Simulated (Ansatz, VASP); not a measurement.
## One calculation of AlGa3N4, two programs

```
CELL_PARAMETERS angstrom
-5.14235 3.16498 -0.00012
5.14235 3.16498 0.00012
0.00359 -3.16498 -5.47849
ATOMIC_POSITIONS crystal
Al 0.91602 0.91662 0.33264
Al 0.41602 0.41662 0.33264
Ga 0.83298 0.33210 0.66508
Ga 0.33298 0.83210 0.66508
Ga 0.33471 0.83374 0.16844
Ga 0.83471 0.33374 0.16844
Ga 0.41698 0.41684 0.83382
Ga 0.91698 0.91684 0.83382
N 0.02012 0.13979 0.65990
N 0.52012 0.63979 0.65990
N 0.52799 0.64563 0.17362
N 0.02799 0.14563 0.17362
N 0.60667 0.22711 0.83378
N 0.10667 0.72711 0.83378
N 0.60074 0.23197 0.33270
N 0.10074 0.73197 0.33270
```

Alike in both runs: functional PBEsol; k mesh 6 × 6 × 6; occupations gaussian, width 0.01 eV; no spin polarisation.

Ansatz relaxed the structure, and its values are those at the end. VASP's run is a single point on that final structure, the one shown.

```csv
,VASP,Ansatz
version,VASP 6.6.1,Ansatz 0.2.0
potentials or method,"VASP PAW PBE potentials, release 64 (Al, Ga_d, N), cutoff 520 eV","scalar-relativistic, plane waves, PAW"
valence electrons in the cell,124,124
```

```tsv
	VASP	Ansatz	Ansatz less VASP
gap on the k mesh at the Fermi level (eV)	2.38	2.36	-0.018
least direct gap on the mesh (eV)	2.38	2.36	-0.018
pressure (GPa)	-0.2	0.0	+0.15
rms of the force components (eV/Å)	0.005	0.002	-0.0032
```

VASP's potentials were made for PBE, not for PBEsol.
